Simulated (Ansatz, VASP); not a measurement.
# TiB2 in VASP and in Ansatz

```
Ti B
1.0
     3.02920    0.00000    0.00000
    -1.51460    2.62336    0.00000
     0.00000    0.00000    3.22840
Ti B
1 2
Direct
  0.00000 0.00000 0.00000
  0.66667 0.33333 0.50000
  0.33333 0.66667 0.50000
```

Alike in both runs: functional LDA; k mesh 10 × 10 × 8; occupations fermi-dirac, width 0.05 eV; no spin polarisation; Hubbard terms Ti d U = 4.0 eV.

|  | VASP | Ansatz |
| --- | --- | --- |
| version | VASP 6.6.1 | Ansatz 0.2.0 |
| potentials or method | VASP PAW LDA potentials, release 64 (Ti_sv, B) | Ansatz PAW |
| plane-wave cutoff (eV) | 520 | 420 |
| valence electrons in the cell | 18 | 18 |
| task | single point | projected density of states |

```csv
,VASP,Ansatz,Ansatz less VASP
gap on the k mesh at the Fermi level (eV),none,none,-
pressure (GPa),-2.7,-7.7,-4.93
"traceless stress, the component that is largest in VASP (GPa)",1.95,1.68,-0.271
```

LDA's correlation is that of Perdew and Zunger in VASP and of Perdew and Wang (1992) in Ansatz. The programs project onto different local orbitals, so the same U acts differently, and such runs can settle in different states. A gap of «none» marks a metal or a gap that the smearing closes.
